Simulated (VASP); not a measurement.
Input of a VASP 6.6.1 run:

INCAR

```
SYSTEM = HfO2
PREC = Accurate
ENCUT = 520
EDIFF = 1E-6
ISMEAR = 0
SIGMA = 0.02
LREAL = .FALSE.
LASPH = .TRUE.
NELM = 80
ALGO = Normal
ISIF = 2
LWAVE = .FALSE.
LCHARG = .TRUE.
GGA = PS
LELF = .TRUE.
LVHAR = .TRUE.
NBANDS = 56
```

File KPOINTS:

```
regular mesh
0
G
  4 4 4
  0 0 0
```

Contents of POSCAR:

```
HfO2
1.0
    5.0956762374      0.0000000000     -0.0019234264
    0.0000000000      5.1770571823      0.0000000000
   -0.8783916844      0.0000000000      5.1968913487
Hf O
4 8
Direct
    0.2771467365      0.4570458329      0.7081795837
    0.7228532635      0.9570458329      0.7918204163
    0.7228532635      0.5429541671      0.2918204163
    0.2771467365      0.0429541671      0.2081795837
    0.4471346451      0.7418166537      0.9799930223
    0.5528653549      0.2418166537      0.5200069777
    0.5528653549      0.2581833463      0.0200069777
    0.4471346451      0.7581833463      0.4799930223
    0.0712348771      0.3373418005      0.3408778819
    0.9287651229      0.8373418005      0.1591221181
    0.9287651229      0.6626581995      0.6591221181
    0.0712348771      0.1626581995      0.8408778819
```

Potentials or basis: VASP PAW PBE potentials, release 64 (Hf_pv, O).

Launch:

```bash
$ cat potpaw_PBE.64/Hf_pv/POTCAR potpaw_PBE.64/O/POTCAR > POTCAR
$ mpirun -np 1 vasp_std > vasp.out
```

(1) Predict the band gap on the k mesh.

(2) Predict the largest force.

(3) What does it give for the pressure?

Results:

(1) 3.93 eV (least direct gap 4.03 eV).

(2) 0.073 eV/Å.

(3) -3.0 GPa.

Caveat: the cell stands under tension; the PAW data sets were made with another functional, which shifts forces and pressure a little; spin-orbit coupling is left out, which moves the levels of the heavy elements.
